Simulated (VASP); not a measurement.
# Al: single point with PBEsol

The system is Al.

```
Al
1.0
    -1.59904    1.59904    1.59904
     1.59904   -1.59904    1.59904
     1.59904    1.59904   -1.59904
Al
1
Direct
  0.00000 0.00000 0.00000
```

| Quantity | Value |
| --- | --- |
| Program | VASP 6.6.1 |
| Task | single point |
| Functional | PBEsol |
| Potentials or basis | VASP PAW PBE potentials, release 64 (Al) |
| Cutoff | 520 eV |
| k mesh | 13 × 13 × 13 |
| Occupations | methfessel-paxton, width 0.1 eV |
| Spin | no spin polarisation |
| Dipole correction | no |
| Further INCAR settings | ALGO = Normal; EDIFF = 1e-06; NBANDS = 8 |

| Item | Value |
| --- | --- |
| Pressure | 0.7 GPa |

Levels at points of the mesh, in eV from the Fermi level:
| k point | band 1 | band 2 | band 3 | band 4 | band 5 | band 6 |
| --- | --- | --- | --- | --- | --- | --- |
| (0.00, 0.00, 0.00) | -11.22 | 13.27 | 13.27 | 13.27 | 14.78 | 14.78 |

Wall time 5.6 s on 1 thread of Intel(R) Xeon(R) Platinum 8259CL CPU @ 2.50GHz (Skylake/Cascade Lake), on a shared host, peak memory 0.13 GiB.

Caveat: the PAW data sets were made with another functional, which shifts forces and pressure a little.
